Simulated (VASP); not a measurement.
# Si12CO: single point with PBE

The system is Si12CO, a slab with vacuum.

```
Si C O
1.0
     7.73507    0.00000    0.00000
     0.00000    5.46952    0.00000
     0.00000    0.00000   21.72384
Si C O
12 1 1
Direct
  0.25000 0.00000 0.18413
  0.75000 0.00000 0.18413
  0.00000 0.25000 0.18413
  0.50000 0.25000 0.18413
  0.00000 0.50244 0.27104
  0.50000 0.50244 0.27104
  0.25000 0.74756 0.27104
  0.75000 0.74756 0.27104
  0.25000 0.00986 0.35555
  0.75000 0.00986 0.35555
  0.00000 0.24014 0.35555
  0.50000 0.24014 0.35555
  0.00000 0.00986 0.42229
  0.98808 0.82697 0.44899
```

| Quantity | Value |
| --- | --- |
| Program | VASP 6.6.1 |
| Task | single point |
| Functional | PBE |
| Potentials or basis | VASP PAW PBE potentials, release 64 (Si, C, O) |
| Cutoff | 520 eV |
| k mesh | 4 × 5 × 1 |
| Occupations | gaussian, width 0.05 eV |
| Spin | no spin polarisation |
| Dipole correction | yes |
| Further INCAR settings | ALGO = Normal; EDIFF = 1e-06; NBANDS = 42; NELMDL = -8 |

```yaml
Largest_force: 2.790 eV/Å
Band_gap_on_the_k_mesh: zero (bands 29 and 30 overlap by 0.21 eV)
```

Forces in eV/Å, atoms in the order of the input:
```
Si   0.088  0.711  0.213
Si  -0.084  0.670  0.208
Si  -0.007 -0.507  0.210
Si  -0.006 -0.648 -0.173
Si  -0.045  0.595 -0.830
Si  -0.002  0.008  0.021
Si   0.057 -0.136 -0.021
Si  -0.032 -0.134 -0.013
Si   0.473 -0.158 -0.564
Si  -0.647 -0.147 -0.789
Si   0.084 -0.106  0.150
Si  -0.011  0.275  0.270
C    0.195  1.444 -0.753
O   -0.062 -1.867  2.072
```

Levels at points of the mesh, in eV from the Fermi level:
```tsv
k point	band 27	band 28	band 29	band 30	band 31	band 32
(0.00, 0.00, 0.00)	-0.65	-0.41	-0.18	0.11	0.27	0.50
(0.50, 0.00, 0.00)	-0.74	-0.42	-0.27	-0.15	0.65	1.07
```

Wall time 18 min on 1 thread of Oxide Virtual Turin-like Processor, with other jobs on the host, peak memory 0.95 GiB.
